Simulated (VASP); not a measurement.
WS2, a slab with vacuum:

```
W S
1.0
     3.18295    0.00000    0.00000
    -1.59148    2.75652    0.00000
     0.00000    0.00000   28.53222
W S
3 6
Cartesian
  1.5915 0.9188 12.3933
  1.5915 0.9188 25.2662
  0.0000 0.0000 18.8109
  1.5915 0.9188 17.2513
  0.0000 0.0000 10.8340
  0.0000 0.0000 23.7059
  1.5915 0.9188 20.3706
  0.0000 0.0000 13.9531
  0.0000 0.0000 26.8256
```

Base run:

- Program: VASP 6.6.1
- Functional: PBEsol
- Potentials or basis: VASP PAW PBE potentials, release 64 (W_sv, S)
- Cutoff: 520 eV
- k mesh: 10 × 10 × 1
- Occupations: fermi-dirac, width 0.05 eV
- Spin: no spin polarisation

Its results: band gap on the k mesh 1.45 eV, indirect (least direct gap 2.11 eV); largest force 0.101 eV/Å.

Problem. The run is repeated on the same cell with these changes: functional from PBEsol to RPBE; cutoff from 520 eV to 500 eV. What comes out?

Solution. Band gap on the k mesh 1.53 eV, indirect (least direct gap 2.12 eV); largest force 0.443 eV/Å.

Caveats: the PAW data sets were made with another functional, which shifts forces and pressure a little; spin-orbit coupling is left out, which moves the levels of the heavy elements.

A k mesh can miss the band edges.
